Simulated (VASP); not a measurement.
# PbS (Fm-3m) in VASP: single point with PBE-based screened hybrid with 50 % exact exchange

Aim: the single point of PbS with PBE-based screened hybrid with 50 % exact exchange.

Everything below comes from runs of VASP 6.6.1. Logs are shortened: lines on timing, memory, paths and dates and some standing lists are left out, and cuts for length are marked.

### 1 The cell of the first run

It takes space group Fm-3m (No. 225, cubic). Conventional cell: a = 5.931 Å, b = 5.931 Å, c = 5.931 Å, α = 90.00°, β = 90.00°, γ = 90.00°. Pb (site symmetry m-3m) has 6 S at 2.97 Å within 3.9 Å. Within 3.9 Å of S (site symmetry m-3m) lie 6 Pb at 2.97 Å.

### 2 Single point, PBE-based screened hybrid with 50 % exact exchange

POSCAR reads:

```
PbS
1.0
    0.0000000000      2.9657500000      2.9657500000
    2.9657500000      0.0000000000      2.9657500000
    2.9657500000      2.9657500000      0.0000000000
Pb S
1 1
Direct
    0.0000000000      0.0000000000      0.0000000000
    0.5000000000      0.5000000000      0.5000000000
```

INCAR.step1 reads:

```
PREC = Accurate ; ENCUT = 520
EDIFF = 1E-5 ; ISMEAR = -1
SIGMA = 0.05 ; LREAL = False
LASPH = True ; NELM = 80
ALGO = Normal ; ISIF = 2
LWAVE = True ; LCHARG = False
GGA = PE ; NBANDS = 17
```

INCAR.step2 reads:

```
PREC = Accurate ; ENCUT = 520
EDIFF = 1E-7 ; ISMEAR = -1
SIGMA = 0.05 ; LREAL = False
LASPH = True ; NELM = 80
ALGO = Normal ; ISIF = 2
LWAVE = False ; LCHARG = False
GGA = PE ; LHFCALC = True
AEXX = 0.5 ; HFSCREEN = 0.2
PRECFOCK = Normal ; ISTART = 1
NBANDS = 17
```

KPOINTS reads:

```
regular mesh
0
Gamma
  4 4 4
```

Potentials or basis: VASP PAW PBE potentials, release 64 (Pb_d, S).

On the command line:

```console
$ cat potpaw_PBE.64/Pb_d/POTCAR potpaw_PBE.64/S/POTCAR > POTCAR
$ cp INCAR.step1 INCAR
$ mpirun -np 1 vasp_std > vasp.out
$ cp INCAR.step2 INCAR
$ mpirun -np 1 vasp_std > vasp.out
```

OUTCAR:

```text
PREC = Accurate
   ENCUT = 520
   EDIFF = 1E-7
   ISMEAR = -1
   LREAL = False
   LASPH = True
   NELM = 80
   ISIF = 2
   GGA = PE
   LHFCALC = True
   AEXX = 0.5
   HFSCREEN = 0.2
   PRECFOCK = Normal
   ISTART = 1

 ion  position               nearest neighbor table
   1  0.000  0.000  0.000-   2 2.97   2 2.97   2 2.97   2 2.97   2 2.97   2 2.97
   2  0.500  0.500  0.500-   1 2.97   1 2.97   1 2.97   1 2.97   1 2.97   1 2.97

  LATTYP: Found a face centered cubic cell.
 ALAT       =     5.9315000000

  Lattice vectors:

 A1 = (   0.0000000000,   2.9657500000,   2.9657500000)
 A2 = (   2.9657500000,   0.0000000000,   2.9657500000)
 A3 = (   2.9657500000,   2.9657500000,   0.0000000000)

Analysis of symmetry for initial positions (statically):
=====================================================================
 Subroutine PRICEL returns:
 Original cell was already a primitive cell.

 Routine SETGRP: Setting up the symmetry group for a
 face centered cubic supercell.

 Subroutine GETGRP returns: Found 48 space group operations
 (whereof 48 operations were pure point group operations)
 out of a pool of 48 trial point group operations.

The static configuration has the point symmetry O_h .

Analysis of symmetry for dynamics (positions and initial velocities):
=====================================================================
 Subroutine PRICEL returns:
 Original cell was already a primitive cell.

 Routine SETGRP: Setting up the symmetry group for a
 face centered cubic supercell.

 Subroutine GETGRP returns: Found 48 space group operations
 (whereof 48 operations were pure point group operations)
 out of a pool of 48 trial point group operations.

The dynamic configuration has the point symmetry O_h .

 Subroutine INISYM returns: Found 48 space group operations
 (whereof 48 operations are pure point group operations),
 and found     1 'primitive' translations

----------------------------------------------------------------------------------------

                                     Primitive cell

  volume of cell :      52.1715

  direct lattice vectors                    reciprocal lattice vectors
     0.000000000  2.965750000  2.965750000    -0.168591419  0.168591419  0.168591419
     2.965750000  0.000000000  2.965750000     0.168591419 -0.168591419  0.168591419
     2.965750000  2.965750000  0.000000000     0.168591419  0.168591419 -0.168591419

  length of vectors
     4.194203873  4.194203873  4.194203873     0.292008903  0.292008903  0.292008903

  position of ions in fractional coordinates (direct lattice)
     0.000000000  0.000000000  0.000000000
     0.500000000  0.500000000  0.500000000

  ion indices of the primitive-cell ions
   primitive index   ion index
                 1           1
                 2           2

----------------------------------------------------------------------------------------

 KPOINTS: regular mesh

Automatic generation of k-mesh.
 Grid dimensions read from file:
 generate k-points for:    4    4    4

 Generating k-lattice:

  Cartesian coordinates                     Fractional coordinates (reciprocal lattice)
    -0.042147855  0.042147855  0.042147855     0.250000000  0.000000000  0.000000000
     0.042147855 -0.042147855  0.042147855     0.000000000  0.250000000  0.000000000
     0.042147855  0.042147855 -0.042147855     0.000000000  0.000000000  0.250000000

  Length of vectors
     0.073002226  0.073002226  0.073002226

  Shift w.r.t. Gamma in fractional coordinates (k-lattice)
     0.000000000  0.000000000  0.000000000

 Subroutine IBZKPT returns following result:
 ===========================================

 Found      8 irreducible k-points:

 Following reciprocal coordinates:
            Coordinates               Weight
  0.000000  0.000000  0.000000      1.000000
  0.250000  0.000000  0.000000      8.000000
  0.500000  0.000000  0.000000      4.000000
  0.250000  0.250000  0.000000      6.000000
  0.500000  0.250000  0.000000     24.000000
 -0.250000  0.250000  0.000000     12.000000
  0.500000  0.500000  0.000000      3.000000
 -0.250000  0.500000  0.250000      6.000000
   k-points           NKPTS =      8   k-points in BZ     NKDIM =     64   number of bands    NBANDS=     17
   number of dos      NEDOS =    301   number of ions     NIONS =      2
   total plane-waves  NPLWV =  32768
   dimension x,y,z NGX =    32 NGY =   32 NGZ =   32
   dimension x,y,z NGXF=    64 NGYF=   64 NGZF=   64
   ions per type =               1   1
   NGX,Y,Z   is equivalent  to a cutoff of  12.68, 12.68, 12.68 a.u.
   NGXF,Y,Z  is equivalent  to a cutoff of  25.37, 25.37, 25.37 a.u.
 SYSTEM =  unknown system
   PREC   = accura    normal or accurate (medium, high low for compatibility)
   ISTART =      1    job   : 0-new  1-cont  2-samecut
   ICHARG =      0    charge: 1-file 2-atom 10-const
   ISPIN  =      1    spin polarized calculation?
   LNONCOLLINEAR =      F non collinear calculations
   LSORBIT =      F    spin-orbit coupling
   LASPH  =      T    aspherical Exc in radial PAW
   ENCUT  =  520.0 eV  38.22 Ry    6.18 a.u.   7.80  7.80  7.80*2*pi/ulx,y,z
   NELM   =     80;   NELMIN=  2; NELMDL=  0     # of ELM steps
   EDIFF  = 0.1E-06   stopping-criterion for ELM
   LREAL  =      F    real-space projection
   EDIFFG = 0.1E-05   stopping-criterion for IOM
   NSW    =      0    number of steps for IOM
   IBRION =     -1    ionic relax: 0-MD 1-quasi-New 2-CG
   NFREE  =      0    steps in history (QN), initial steepest desc. (CG)
   ISIF   =      2    stress and relaxation
   ISYM   =      3    0-nonsym 1-usesym 2-fastsym
   POTIM  = 0.5000    time-step for ionic-motion
   TEBEG  =    0.0;   TEEND  =   0.0 temperature during run
   PSTRESS=    0.0 pullay stress
   NELECT =      20.0000    total number of electrons
   NUPDOWN=      -1.0000    fix difference up-down
   EMIN   =  10.00;   EMAX   =-10.00  energy-range for DOS
   EFERMI =   0.00;   METHOD = LEGACY
   ISMEAR =    -1;   SIGMA  =   0.05  broadening in eV -4-tet -1-fermi 0-gaus
   EFERMI_NEDOS =   21; number of points for ismear=-14 and -15
   IALGO  =     38    algorithm
   IMIX   =      1    mixing-type and parameters
     AMIX     =   0.40;   BMIX     =  1.00
     AMIX_MAG =   1.60;   BMIX_MAG =  1.00
  volume/ion in A,a.u.               =      26.09       176.04
  Fermi-wavevector in a.u.,A,eV,Ry     =   1.189251  2.247359 19.242973  1.414319
  Thomas-Fermi vector in A             =   2.325363
   LORBIT       =      0    0 simple, 1 ext, 2 COOP (PROOUT), +10 PAW based schemes
   GGA     = PE    functional components
   LHFCALC =     T    Hartree Fock is set to
   PRECFOCK=normal    Normal, Fast or Accurate (Low or Medium for compatibility)
   ENCUT4O =  -1.0   cutoff for four orbital integrals eV
   NKREDX  =     1    reduce k-point grid by
   NKREDY  =     1    reduce k-point grid by
   NKREDZ  =     1    reduce k-point grid by
   AEXX    =    0.5000 exact exchange contribution
   HFSCREEN=    0.2000 screening length (either q_TF or 0.3 A-1)
   HFSCREENC=   0.2000 screening length for correlation (either q_TF or 0.3 A-1)
   ENCUTFOCK=  -1.0 apply spherical cutoff to Coloumb kernel
   IVDW    =     0    specifies the selected vdW correction
   LEPSILON=     F    determine dielectric tensor
   LRPA    =     F    only Hartree local field effects (RPA)
 non-spin polarized calculation
  energy-cutoff  :      520.00
  volume of cell :       52.17
 maximum number of plane-waves:      1424
  NGX = 24; NGY = 24; NGZ = 24

 number of electron      19.9999998 magnetization

 Free energy of the ion-electron system (eV)
  ---------------------------------------------------
  ext. energy  EPLUGINS =         0.00000000
  ---------------------------------------------------
  free energy    TOTEN  =       -12.20155876 eV

  energy without entropy =      -12.20155846  energy(sigma->0) =      -12.20155861

 E-fermi :   5.8812     XC(G=0):  -6.3824

 val. band max:        5.2160385877   @ k =   0.5000   0.0000   0.0000
 cond. band min:       6.5464177803   @ k =   0.5000   0.0000   0.0000
 fundamental gap:      1.3303791926
 Fermi energy:         5.8812384029

 k-point     1 :       0.0000    0.0000    0.0000
  band No.  band energies     occupation
      1     -15.1453      2.00000
      2     -15.1453      2.00000
      3     -15.1366      2.00000
      4     -15.1366      2.00000
      5     -15.1366      2.00000
      6     -11.4771      2.00000
[... 9 lines left out ...]
     16      13.3864      0.00000
     17      15.2953      0.00000

 k-point     2 :       0.2500    0.0000    0.0000
  band No.  band energies     occupation
      1     -15.1645      2.00000
      2     -15.1645      2.00000
      3     -15.1354      2.00000
      4     -15.1156      2.00000
      5     -15.1156      2.00000
      6     -10.9036      2.00000
[... 9 lines left out ...]
     16      14.7903      0.00000
     17      18.9324      0.00000

 k-point     3 :       0.5000    0.0000    0.0000
  band No.  band energies     occupation
      1     -15.1847      2.00000
      2     -15.1847      2.00000
      3     -15.1356      2.00000
      4     -15.0935      2.00000
      5     -15.0935      2.00000
      6     -10.0902      2.00000
[... 9 lines left out ...]
     16      17.3343      0.00000
     17      17.7305      0.00000

 k-point     4 :       0.2500    0.2500    0.0000
  band No.  band energies     occupation
      1     -15.2202      2.00000
      2     -15.1490      2.00000
      3     -15.1327      2.00000
      4     -15.1078      2.00000
      5     -15.1078      2.00000
      6     -10.6792      2.00000
[... 9 lines left out ...]
     16      17.1461      0.00000
     17      17.1464      0.00000

 k-point     5 :       0.5000    0.2500    0.0000
  band No.  band energies     occupation
      1     -15.2577      2.00000
      2     -15.1508      2.00000
      3     -15.1389      2.00000
      4     -15.0995      2.00000
      5     -15.0873      2.00000
      6      -9.8391      2.00000
[... 9 lines left out ...]
     16      17.9944      0.00000
     17      18.7047      0.00000

 k-point     6 :      -0.2500    0.2500    0.0000
  band No.  band energies     occupation
      1     -15.2045      2.00000
      2     -15.1724      2.00000
      3     -15.1235      2.00000
      4     -15.1093      2.00000
      5     -15.1051      2.00000
      6     -10.1426      2.00000
[... 9 lines left out ...]
     16      16.9037      0.00000
     17      17.8740      0.00000

 k-point     7 :       0.5000    0.5000    0.0000
  band No.  band energies     occupation
      1     -15.3354      2.00000
      2     -15.1615      2.00000
      3     -15.1203      2.00000
      4     -15.0770      2.00000
      5     -15.0770      2.00000
      6      -9.5470      2.00000
[... 9 lines left out ...]
     16      19.7153      0.00000
     17      19.7164      0.00000

 k-point     8 :      -0.2500    0.5000    0.2500
  band No.  band energies     occupation
      1     -15.2828      2.00000
      2     -15.1515      2.00000
      3     -15.1209      2.00000
      4     -15.1209      2.00000
      5     -15.0770      2.00000
      6      -9.5237      2.00000
[... 9 lines left out ...]
     16      19.3492      0.00000
     17      19.7128      0.00000

------------------------ aborting loop because EDIFF is reached ----------------------------------------

  FORCE on cell =-STRESS in cart. coord.  units (eV):
  Direction    XX          YY          ZZ          XY          YZ          ZX
  --------------------------------------------------------------------------------------
  -------------------------------------------------------------------------------------
  Total        0.0543782      0.0543782      0.0543782     -0.0000000      0.0000000     -0.0000000
  in kB        1.6699423      1.6699423      1.6699423     -0.0000000      0.0000000     -0.0000000
  external PRESSURE =       1.6699423 kB  Pullay stress =       0.0000000 kB

 VOLUME and BASIS-vectors are now :
 -----------------------------------------------------------------------------
  energy-cutoff  :      520.00
  volume of cell :       52.17
      direct lattice vectors                 reciprocal lattice vectors
     0.000000000  2.965750000  2.965750000    -0.168591419  0.168591419  0.168591419
     2.965750000  0.000000000  2.965750000     0.168591419 -0.168591419  0.168591419
     2.965750000  2.965750000  0.000000000     0.168591419  0.168591419 -0.168591419

 POSITION                                       TOTAL-FORCE (eV/Angst)
 -----------------------------------------------------------------------------------
      0.00000      0.00000      0.00000        -0.000000     -0.000000     -0.000000
      2.96575      2.96575      2.96575         0.000000      0.000000      0.000000
 -----------------------------------------------------------------------------------
    total drift:                               -0.000003     -0.000004     -0.000004

  FREE ENERGIE OF THE ION-ELECTRON SYSTEM (eV)
  ---------------------------------------------------
  free  energy   TOTEN  =       -12.2015587629 eV

  energy  without entropy=      -12.2015584647  energy(sigma->0) =      -12.20155861
```

Wall time 10 min (1 thread of Intel Xeon 8259CL, shared host); peak memory 0.26 GiB.

What came out:

```yaml
Free_energy: -12.2016 eV
Pressure: 0.2 GPa
Band_gap_on_the_k_mesh: 1.33 eV
```

Caveat: the k points lie up to 0.46 Å⁻¹ apart; the PAW data sets were made with another functional, which shifts forces and pressure a little; spin-orbit coupling is left out, which moves the levels of the heavy elements. A k mesh can miss the band edges.
